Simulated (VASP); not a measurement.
Write the native input for VASP 6.6.1 that does the following.

- Task: single point
- Functional: PBE
- Potentials or basis: VASP PAW PBE potentials, release 64 (Co, Bi_d)
- Cutoff: 520 eV
- k mesh: 12 × 12 × 12
- Occupations: gaussian, width 0.1 eV
- Spin: collinear spin, ferromagnetic start
- Starting moments: [0.65, 0.0, 0.0] μB
- Dipole correction: no
- Further INCAR settings: ALGO = Fast; EDIFF = 1e-06; NBANDS = 30

The structure of CoBi2 lies in POSCAR:

```
CoBi2
1.0
    0.0000000000      3.3019544156      3.3019544156
    3.3019544156      0.0000000000      3.3019544156
    3.3019544156      3.3019544156      0.0000000000
Co Bi
1 2
Direct
    0.0000000000      0.0000000000      0.0000000000
    0.2500000000      0.2500000000      0.2500000000
    0.7500000000      0.7500000000      0.7500000000
```

One way to write it, as run:

INCAR

```
SYSTEM = CoBi2
PREC = Accurate
ENCUT = 520
EDIFF = 1E-6
ISMEAR = 0
SIGMA = 0.1
LREAL = .False.
LASPH = .True.
NELM = 150
ALGO = Fast
ISIF = 2
LWAVE = .False.
LCHARG = .False.
ISPIN = 2
MAGMOM = 0.65 0 0
LORBIT = 11
LMAXMIX = 4
GGA = PE
NBANDS = 30
```

KPOINTS

```
Automatic mesh
0
Gamma
  12 12 12
  0 0 0
```

Potentials or basis: VASP PAW PBE potentials, release 64 (Co, Bi_d).

Command:

```bash
$ cat potpaw_PBE.64/Co/POTCAR potpaw_PBE.64/Bi_d/POTCAR > POTCAR
$ mpirun -np 1 vasp_std > vasp.out
```

Results of the run:

| Quantity | Value |
| --- | --- |
| Pressure | -0.1 GPa |
| Net moment | 0.37 μB per cell |
| Site moments | Co +0.42; Bi -0.01 μB |
| Valence electrons inside the program's atomic spheres | Co 8.08; Bi 12.82 |

Wall time 3.7 min on 1 thread of Intel(R) Xeon(R) 6975P-C (Granite Rapids), with other jobs on the host, peak memory 0.39 GiB.
